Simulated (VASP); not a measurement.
SnTe5:

```
CELL_PARAMETERS angstrom
6.91070 0.00000 0.00000
-3.45535 5.98484 0.00000
0.00000 0.00000 4.50996
ATOMIC_POSITIONS crystal
Sn 0.00000 0.00000 0.00000
Te 0.33716 0.00000 0.50000
Te 0.66284 0.66284 0.50000
Te 0.00000 0.33716 0.50000
Te 0.33333 0.66667 0.00000
Te 0.66667 0.33333 0.00000
```

The cell was generated, and may not be a known phase.

| Item | Value |
| --- | --- |
| Program | VASP 6.6.1 |
| Task | relaxation of cell and atoms |
| Functional | PBE |
| Potentials or basis | VASP PAW PBE potentials, release 64 (Sn_d, Te) |
| Cutoff | 600 eV |
| k mesh | 6 × 6 × 8 |
| Occupations | gaussian, width 0.1 eV |
| Spin | no spin polarisation |

At the start: pressure -0.2 GPa; volume 31.09 Å³/atom.

Problem. How do energy, volume and symmetry change on relaxing?

Solution. Over 14 steps the energy falls by 4.1 meV/atom and the volume is 31.48 Å³/atom (+1.2 %); space group P-62m (No. 189, to 0.1 Å) before and after.

The path:
```csv
step,energy change (eV),largest force (eV/Å),pressure (GPa),volume (Å³)
1,0.0000,0.0068,-0.23,186.53
2,-0.0120,0.0232,0.34,185.30
3,-0.0129,0.0360,0.55,184.86
4,-0.0213,0.0398,0.17,187.13
5,-0.0233,0.0418,-0.07,188.72
6,-0.0233,0.0420,-0.10,188.89
7,-0.0239,0.0422,0.01,188.70
8,-0.0240,0.0423,0.06,188.61
9,-0.0244,0.0298,0.00,188.89
10,-0.0246,0.0093,-0.10,189.35
11,-0.0246,0.0143,-0.07,189.24
12,-0.0248,0.0042,0.03,188.79
13,-0.0248,0.0052,0.02,188.83
14,-0.0249,0.0017,-0.02,188.86
```

Final structure:
```
CELL_PARAMETERS angstrom
7.05616 0.00000 0.00000
-3.52808 6.11081 0.00000
0.00000 0.00000 4.37995
ATOMIC_POSITIONS crystal
Sn 0.00000 0.00000 0.00000
Te 0.33390 0.00000 0.50000
Te 0.66610 0.66610 0.50000
Te 0.00000 0.33390 0.50000
Te 0.33333 0.66667 0.00000
Te 0.66667 0.33333 0.00000
```
